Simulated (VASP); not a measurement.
# Mg (Fm-3m) in VASP: a series of runs

Mg is run at these levels: PBE; tasks: relaxation of cell and atoms, single point.

Everything below comes from runs of VASP 6.6.1. Logs are shortened: lines on timing, memory, paths and dates and some standing lists are left out, and cuts for length are marked.

### Step 1. The cell of the first run

It takes space group Fm-3m (No. 225, cubic). The conventional cell has a = 3.795 Å, b = 3.795 Å, c = 3.795 Å, α = 90.00°, β = 90.00°, γ = 90.00°. Within 3.5 Å of Mg (site symmetry m-3m) lie 12 Mg at 2.68 Å.

### Step 2. Relaxation of cell and atoms, PBE

INCAR reads:

```
ALGO = Fast ; EDIFF = 1E-7
EDIFFG = -0.05 ; ENCUT = 600
GGA = PE ; IBRION = 2
ISIF = 3 ; ISMEAR = 0
LASPH = T ; LCHARG = F
LREAL = F ; LWAVE = F
NELM = 80 ; NSW = 80
PREC = Accurate ; SIGMA = 0.1
```

KPOINTS reads:

```
k-points
0
Gamma
  8 8 8
```

POSCAR reads:

```
Mg
1.0
    0.0000000000      1.8976660387      1.8976660387
    1.8976660387      0.0000000000      1.8976660387
    1.8976660387      1.8976660387      0.0000000000
Mg
1
Direct
    0.0000000000      0.0000000000      0.0000000000
```

Potentials or basis: VASP PAW PBE potentials, release 64 (Mg).

Run with:

```console
$ cat potpaw_PBE.64/Mg/POTCAR > POTCAR
$ mpirun -np 1 vasp_std > vasp.out
```

OUTCAR:

```text
EDIFF = 1E-7
   EDIFFG = -0.05
   ENCUT = 600
   GGA = PE
   IBRION = 2
   ISIF = 3
   ISMEAR = 0
   LASPH = T
   LREAL = F
   NELM = 80
   NSW = 80
   PREC = Accurate

 ion  position               nearest neighbor table
   1  0.000  0.000  0.000-

  LATTYP: Found a face centered cubic cell.
 ALAT       =     3.7953320774

  Lattice vectors:

 A1 = (   0.0000000000,   1.8976660387,   1.8976660387)
 A2 = (   1.8976660387,   0.0000000000,   1.8976660387)
 A3 = (   1.8976660387,   1.8976660387,   0.0000000000)

Analysis of symmetry for initial positions (statically):
=====================================================================
 Subroutine PRICEL returns:
 Original cell was already a primitive cell.

 Routine SETGRP: Setting up the symmetry group for a
 face centered cubic supercell.

 Subroutine GETGRP returns: Found 48 space group operations
 (whereof 48 operations were pure point group operations)
 out of a pool of 48 trial point group operations.

The static configuration has the point symmetry O_h .

Analysis of symmetry for dynamics (positions and initial velocities):
=====================================================================
 Subroutine PRICEL returns:
 Original cell was already a primitive cell.

 Routine SETGRP: Setting up the symmetry group for a
 face centered cubic supercell.

 Subroutine GETGRP returns: Found 48 space group operations
 (whereof 48 operations were pure point group operations)
 out of a pool of 48 trial point group operations.

The dynamic configuration has the point symmetry O_h .

 Subroutine INISYM returns: Found 48 space group operations
 (whereof 48 operations are pure point group operations),
 and found     1 'primitive' translations

----------------------------------------------------------------------------------------

                                     Primitive cell

  volume of cell :      13.6675

  direct lattice vectors                    reciprocal lattice vectors
     0.000000000  1.897666039  1.897666039    -0.263481556  0.263481556  0.263481556
     1.897666039  0.000000000  1.897666039     0.263481556 -0.263481556  0.263481556
     1.897666039  1.897666039  0.000000000     0.263481556  0.263481556 -0.263481556

  length of vectors
     2.683705049  2.683705049  2.683705049     0.456363441  0.456363441  0.456363441

  position of ions in fractional coordinates (direct lattice)
     0.000000000  0.000000000  0.000000000

  ion indices of the primitive-cell ions
   primitive index   ion index
                 1           1

----------------------------------------------------------------------------------------

 KPOINTS: k-points

Automatic generation of k-mesh.
 Grid dimensions read from file:
 generate k-points for:    8    8    8

 Generating k-lattice:

  Cartesian coordinates                     Fractional coordinates (reciprocal lattice)
    -0.032935194  0.032935194  0.032935194     0.125000000  0.000000000  0.000000000
     0.032935194 -0.032935194  0.032935194     0.000000000  0.125000000  0.000000000
     0.032935194  0.032935194 -0.032935194     0.000000000  0.000000000  0.125000000

  Length of vectors
     0.057045430  0.057045430  0.057045430

  Shift w.r.t. Gamma in fractional coordinates (k-lattice)
     0.000000000  0.000000000  0.000000000

 Subroutine IBZKPT returns following result:
 ===========================================

 Found     29 irreducible k-points:

 Following reciprocal coordinates:
            Coordinates               Weight
  0.000000  0.000000  0.000000      1.000000
  0.125000  0.000000  0.000000      8.000000
  0.250000  0.000000  0.000000      8.000000
  0.375000  0.000000  0.000000      8.000000
  0.500000  0.000000  0.000000      4.000000
  0.125000  0.125000  0.000000      6.000000
[... 16 lines left out ...]
  0.500000  0.250000  0.125000     48.000000
 -0.375000  0.250000  0.125000     24.000000
 [... further k-points ...]
   k-points           NKPTS =     29   k-points in BZ     NKDIM =     29   number of bands    NBANDS=      5
   number of dos      NEDOS =    301   number of ions     NIONS =      1
   total plane-waves  NPLWV =  13824
   dimension x,y,z NGX =    24 NGY =   24 NGZ =   24
   dimension x,y,z NGXF=    48 NGYF=   48 NGZF=   48
   ions per type =               1
   NGX,Y,Z   is equivalent  to a cutoff of  14.87, 14.87, 14.87 a.u.
   NGXF,Y,Z  is equivalent  to a cutoff of  29.73, 29.73, 29.73 a.u.
 SYSTEM =  unknown system
   PREC   = accura    normal or accurate (medium, high low for compatibility)
   ISTART =      0    job   : 0-new  1-cont  2-samecut
   ICHARG =      2    charge: 1-file 2-atom 10-const
   ISPIN  =      1    spin polarized calculation?
   LNONCOLLINEAR =      F non collinear calculations
   LSORBIT =      F    spin-orbit coupling
   LASPH  =      T    aspherical Exc in radial PAW
   ENCUT  =  600.0 eV  44.10 Ry    6.64 a.u.   5.36  5.36  5.36*2*pi/ulx,y,z
   NELM   =     80;   NELMIN=  2; NELMDL= -5     # of ELM steps
   EDIFF  = 0.1E-06   stopping-criterion for ELM
   LREAL  =      F    real-space projection
   EDIFFG = -.5E-01   stopping-criterion for IOM
   NSW    =     80    number of steps for IOM
   IBRION =      2    ionic relax: 0-MD 1-quasi-New 2-CG
   NFREE  =      1    steps in history (QN), initial steepest desc. (CG)
   ISIF   =      3    stress and relaxation
   ISYM   =      2    0-nonsym 1-usesym 2-fastsym
   POTIM  = 0.5000    time-step for ionic-motion
   TEBEG  =    0.0;   TEEND  =   0.0 temperature during run
   PSTRESS=    0.0 pullay stress
   NELECT =       2.0000    total number of electrons
   NUPDOWN=      -1.0000    fix difference up-down
   EMIN   =  10.00;   EMAX   =-10.00  energy-range for DOS
   EFERMI =   0.00;   METHOD = LEGACY
   ISMEAR =     0;   SIGMA  =   0.10  broadening in eV -4-tet -1-fermi 0-gaus
   EFERMI_NEDOS =   21; number of points for ismear=-14 and -15
   IALGO  =     68    algorithm
   IMIX   =      4    mixing-type and parameters
     AMIX     =   0.40;   BMIX     =  1.00
     AMIX_MAG =   1.60;   BMIX_MAG =  1.00
  volume/ion in A,a.u.               =      13.67        92.23
  Fermi-wavevector in a.u.,A,eV,Ry     =   0.862691  1.630249 10.125932  0.744235
  Thomas-Fermi vector in A             =   1.980530
   LORBIT       =      0    0 simple, 1 ext, 2 COOP (PROOUT), +10 PAW based schemes
   GGA     = PE    functional components
   LHFCALC =     F    Hartree Fock is set to
   AEXX    =    0.0000 exact exchange contribution
   IVDW    =     0    specifies the selected vdW correction
   LEPSILON=     F    determine dielectric tensor
   LRPA    =     F    only Hartree local field effects (RPA)
 conjugate gradient relaxation of ions
 non-spin polarized calculation
 RMM-DIIS sequential band-by-band and
 Gauss-broadening in eV      SIGMA  =   0.10
  energy-cutoff  :      600.00
  volume of cell :       13.67
 maximum number of plane-waves:       469
 NGX is ok and might be reduce to    24
   NGX = 11   NGY = 11   NGZ = 11

--------------------------------------- Ionic step        1  -------------------------------------------

 number of electron       2.0000000 magnetization

 Free energy of the ion-electron system (eV)
  ---------------------------------------------------
  ext. energy  EPLUGINS =         0.00000000
  ---------------------------------------------------
  free energy    TOTEN  =        -0.50756068 eV

  energy without entropy =       -0.50243404  energy(sigma->0) =       -0.50499736

 E-fermi :   5.8873     XC(G=0): -10.2659

 val. band max:        5.8583012344   @ k =   0.5000   0.1250   0.0000
 cond. band min:       5.8995806138   @ k =  -0.3750   0.2500   0.1250
 fundamental gap:      0.0412793795
 Fermi energy:         5.8872831325

 k-point     1 :       0.0000    0.0000    0.0000
  band No.  band energies     occupation
      1      -3.4428      2.00000
      2      21.9876      0.00000
      3      21.9876      0.00000
      4      21.9876      0.00000
      5      25.0826      0.00000

 k-point     2 :       0.1250    0.0000    0.0000
  band No.  band energies     occupation
      1      -2.9502      2.00000
      2      17.7850      0.00000
      3      21.6594      0.00000
      4      21.6594      0.00000
      5      25.4757      0.00000

 k-point     3 :       0.2500    0.0000    0.0000
  band No.  band energies     occupation
      1      -1.4982      2.00000
      2      12.6414      0.00000
      3      21.0510      0.00000
      4      21.0510      0.00000
      5      24.2661      0.00000
[... 260 lines left out ...]
 POSITION                                       TOTAL-FORCE (eV/Angst)
 -----------------------------------------------------------------------------------
      0.00000      0.00000      0.00000         0.000000     -0.000000     -0.000000
 -----------------------------------------------------------------------------------
    total drift:                               -0.000000      0.000000     -0.000000

  FREE ENERGIE OF THE ION-ELECTRON SYSTEM (eV)
  ---------------------------------------------------
  free  energy   TOTEN  =        -1.4936246663 eV

  energy  without entropy=       -1.4878301783  energy(sigma->0) =       -1.49072742

--------------------------------------- Ionic step        4  -------------------------------------------

 number of electron       2.0000000 magnetization

 Free energy of the ion-electron system (eV)
  ---------------------------------------------------
  ext. energy  EPLUGINS =         0.00000000
  ---------------------------------------------------
  free energy    TOTEN  =        -1.49464927 eV

  energy without entropy =       -1.48874764  energy(sigma->0) =       -1.49169846

 E-fermi :   2.3041     XC(G=0):  -8.4660

 val. band max:        2.2181825528   @ k =  -0.3750   0.3750   0.1250
 cond. band min:       2.3140465401   @ k =   0.5000   0.1250   0.0000
 fundamental gap:      0.0958639873
 Fermi energy:         2.3040596428

 k-point     1 :       0.0000    0.0000    0.0000
  band No.  band energies     occupation
      1      -4.3059      2.00000
      2      14.8891      0.00000
      3      14.8891      0.00000
      4      14.8891      0.00000
      5      17.2012      0.00000

 k-point     2 :       0.1250    0.0000    0.0000
  band No.  band energies     occupation
      1      -3.9608      2.00000
      2      11.4504      0.00000
      3      14.2945      0.00000
      4      14.2945      0.00000
      5      16.5639      0.00000

 k-point     3 :       0.2500    0.0000    0.0000
  band No.  band energies     occupation
      1      -2.9326      2.00000
      2       7.5030      0.00000
      3      13.7159      0.00000
      4      13.7159      0.00000
      5      16.0357      0.00000
[... 190 lines left out ...]
 POSITION                                       TOTAL-FORCE (eV/Angst)
 -----------------------------------------------------------------------------------
      0.00000      0.00000      0.00000         0.000000      0.000000      0.000000
 -----------------------------------------------------------------------------------
    total drift:                               -0.000000      0.000000      0.000000

  FREE ENERGIE OF THE ION-ELECTRON SYSTEM (eV)
  ---------------------------------------------------
  free  energy   TOTEN  =        -1.4946492714 eV

  energy  without entropy=       -1.4887476422  energy(sigma->0) =       -1.49169846

 reached required accuracy - stopping structural energy minimisation
```

Wall time 8.8 s (1 thread of Intel Xeon Platinum 8259CL at 2.50GHz (Skylake/Cascade Lake), shared host); peak memory 0.14 GiB.

Results:

| Item | Value |
| --- | --- |
| Free energy | -1.4946 eV |
| Relaxed volume | 23.14 Å³/atom |
| Relaxed cell | a = 3.199 Å, b = 3.199 Å, c = 3.199 Å, α = 60.00°, β = 60.00°, γ = 60.00° |
| Space group after relaxing (to 0.05 Å) | Fm-3m (No. 225) |
| Energy gained by relaxing | 987.1 meV/atom |
| Ionic steps | 4 |
| Pressure after relaxing | 0.0 GPa |
| Band gap on the k mesh | zero (band 1 reaches 4.02 eV, above the bottom of band 2 at 1.29 eV) |

The path:
```
step  energy change (eV)  largest force (eV/Å)  pressure (GPa)  volume (Å³)
   1              0.0000                0.0000           51.76        13.67
   2             -0.9801                0.0000           -1.69        24.39
   3             -0.9861                0.0000            0.73        22.66
   4             -0.9871                0.0000           -0.04        23.14
```

Final structure:
```cif
data_structure
_symmetry_space_group_name_H-M 'P 1'
_symmetry_Int_Tables_number 1
_cell_length_a 3.1988
_cell_length_b 3.1988
_cell_length_c 3.1988
_cell_angle_alpha 60.000
_cell_angle_beta 60.000
_cell_angle_gamma 60.000
_cell_volume 23.14
loop_
_atom_site_label
_atom_site_type_symbol
_atom_site_fract_x
_atom_site_fract_y
_atom_site_fract_z
_atom_site_occupancy
Mg1 Mg 0.00000 0.00000 0.00000 1
```

Caveat: the volume moved by over 15 % at a fixed basis, so the end points are rough.

### Step 3. Single point, PBE

This run uses another cell than the first one, of 23.08 Å³/atom, 1.689 times its volume.

INCAR reads:

```
SYSTEM = Mg
ALGO = Normal
EDIFF = 1E-7
ENCUT = 520
GGA = PE
ISIF = 2
ISMEAR = 0
LASPH = .True.
LCHARG = .True.
LELF = .True.
LREAL = .False.
LVHAR = .True.
LWAVE = .False.
NBANDS = 7
NELM = 80
PREC = Accurate
SIGMA = 0.1
```

KPOINTS reads:

```
k-points
0
Gamma
  16 16 16
  0 0 0
```

POSCAR reads:

```
Mg
1.0
    0.0000000000      2.2599224562      2.2599224562
    2.2599224562      0.0000000000      2.2599224562
    2.2599224562      2.2599224562      0.0000000000
Mg
1
Direct
    0.0000000000      0.0000000000      0.0000000000
```

Potentials or basis: VASP PAW PBE potentials, release 64 (Mg).

Run with:

```console
$ cat potpaw_PBE.64/Mg/POTCAR > POTCAR
$ mpirun -np 1 vasp_std > vasp.out
```

Wall time 10 s (1 thread of Intel Xeon Platinum 8259CL at 2.50GHz (Skylake/Cascade Lake), shared host); peak memory 0.15 GiB.

It converged, with:

```
Free energy            : -1.4930 eV
Pressure               : -0.1 GPa
Band gap on the k mesh : zero (band 1 reaches 4.04 eV, above the bottom of band 2 at 1.31 eV)
```

Levels at points of the mesh, in eV from the Fermi level:
| k point | band 1 | band 2 | band 3 | band 4 | band 5 |
| --- | --- | --- | --- | --- | --- |
| (0.00, 0.00, 0.00) | -6.89 | 12.34 | 12.34 | 12.34 | 14.24 |
| (0.50, 0.00, 0.00) | -1.68 | -1.28 | 11.25 | 11.25 | 12.04 |
| (0.50, 0.50, 0.00) | -0.21 | 0.81 | 6.09 | 6.93 | 6.93 |

### Step 4. Relaxation of cell and atoms, PBE

This run uses another cell than the first one, of 22.97 Å³/atom, 1.681 times its volume.

INCAR reads:

```
PREC = Accurate
ENCUT = 600
EDIFF = 1E-6
ISMEAR = 0
SIGMA = 0.1
LREAL = False
LASPH = True
NELM = 60
ALGO = Normal
ISIF = 3
LWAVE = False
LCHARG = False
GGA = PE
IBRION = 2
NSW = 80
EDIFFG = -0.01
```

KPOINTS reads:

```
regular mesh
0
Gamma
  16 16 16
```

POSCAR reads:

```
Mg
1.0
    0.0000000000      2.2561674633      2.2561674633
    2.2561674633      0.0000000000      2.2561674633
    2.2561674633      2.2561674633      0.0000000000
Mg
1
Direct
    0.0000000000      0.0000000000      0.0000000000
```

Run with:

```console
$ cat potpaw_PBE.64/Mg/POTCAR > POTCAR
$ mpirun -np 1 vasp_std > vasp.out
```

It took 17 s on 1 thread of Intel Xeon Platinum 8259CL at 2.50GHz (Skylake/Cascade Lake), shared host; peak memory 0.17 GiB.

Results (log left out):

* Free energy: -1.4930 eV
* Relaxed volume: 23.03 Å³/atom
* Relaxed cell: a = 3.193 Å, b = 3.193 Å, c = 3.193 Å, α = 60.00°, β = 60.00°, γ = 60.00°
* Space group after relaxing (to 0.05 Å): Fm-3m (No. 225)
* Energy gained by relaxing: 0.0 meV/atom
* Ionic steps: 2
* Pressure after relaxing: 0.0 GPa
* Band gap on the k mesh: zero (band 1 reaches 4.05 eV, above the bottom of band 2 at 1.32 eV)

Final structure:
```
Mg
1.0
     0.00000    2.25801    2.25801
     2.25801    0.00000    2.25801
     2.25801    2.25801    0.00000
Mg
1
Direct
  0.00000 0.00000 0.00000
```

Levels at points of the mesh, in eV from the Fermi level:
| k point | band 1 | band 2 | band 3 | band 4 |
| --- | --- | --- | --- | --- |
| (0.00, 0.00, 0.00) | -6.90 | 12.35 | 12.35 | 12.35 |
| (0.50, 0.00, 0.00) | -1.69 | -1.27 | 11.26 | 11.26 |
| (0.50, 0.50, 0.00) | -0.21 | 0.81 | 6.10 | 6.94 |

### Step 5. Summary

| task | cell | k mesh | cutoff (eV) | gap on the mesh (eV) | pressure (GPa) | relaxed volume (Å³/atom) |
| --- | --- | --- | --- | --- | --- | --- |
| relaxation of cell and atoms | relaxed from a = 2.684 Å, angles 60.0°, 1 atom | 8 × 8 × 8 | 600 | none | 0.0 | 23.14 |
| single point | a = 3.196 Å, angles 60.0°, 1 atom | 16 × 16 × 16 | 520 | none | -0.1 | - |
| relaxation of cell and atoms | relaxed from a = 3.191 Å, angles 60.0°, 1 atom | 16 × 16 × 16 | 600 | none | 0.0 | 23.03 |

Alike in all rows: level PBE; potentials or basis VASP PAW PBE potentials, release 64 (Mg); no spin polarisation; smearing gaussian 0.1 eV.

Caveats: the volume moved by over 15 % at a fixed basis, so the end points are rough (some runs).

Total energies depend on the potentials used, so only differences within one code and one set of settings carry meaning.
